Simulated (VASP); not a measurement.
A run of VASP 6.6.1 is set up as follows.

Contents of INCAR:

```
SYSTEM = BaS
PREC = Accurate ; ENCUT = 500
EDIFF = 1E-6 ; ISMEAR = -1
SIGMA = 0.1 ; LREAL = .False.
LASPH = .True. ; NELM = 120
ALGO = Normal ; ISIF = 2
LWAVE = .False. ; LCHARG = .False.
GGA = PE ; NBANDS = 15
GGA_COMPAT = .False.
```

File KPOINTS:

```
regular mesh
0
Gamma
  3 3 3
  0 0 0
```

File POSCAR:

```
BaS
1.0
    0.0000000000      3.1937500000      3.1937500000
    3.1937500000      0.0000000000      3.1937500000
    3.1937500000      3.1937500000      0.0000000000
Ba S
1 1
Direct
    0.0101425506     -0.0105884057     -0.0149260316
    0.5185986323      0.4770699518      0.4758170201
```

Potentials or basis: VASP PAW PBE potentials, release 64 (Ba_sv, S).

Run with:

```console
$ cat potpaw_PBE.64/Ba_sv/POTCAR potpaw_PBE.64/S/POTCAR > POTCAR
$ mpirun -np 1 vasp_std > vasp.out
```

Question: What does it give for the band gap on the k mesh?

Answer: 2.41 eV (least direct gap 2.58 eV).

Question: Estimate the pressure.

Answer: 1.7 GPa.

Question: Estimate the largest force.

Answer: 0.121 eV/Å.

Forces in eV/Å, atoms in the order of the input:
```
Ba  -0.119 -0.004 -0.021
S    0.119  0.004  0.021
```

Caveat: the k points lie up to 0.57 Å⁻¹ apart; spin-orbit coupling is left out, which moves the levels of the heavy elements; an odd mesh through Γ misses points on the zone boundary, where band edges can lie. Expect the measured gap to be larger: semilocal functionals such as PBE lack the derivative discontinuity.
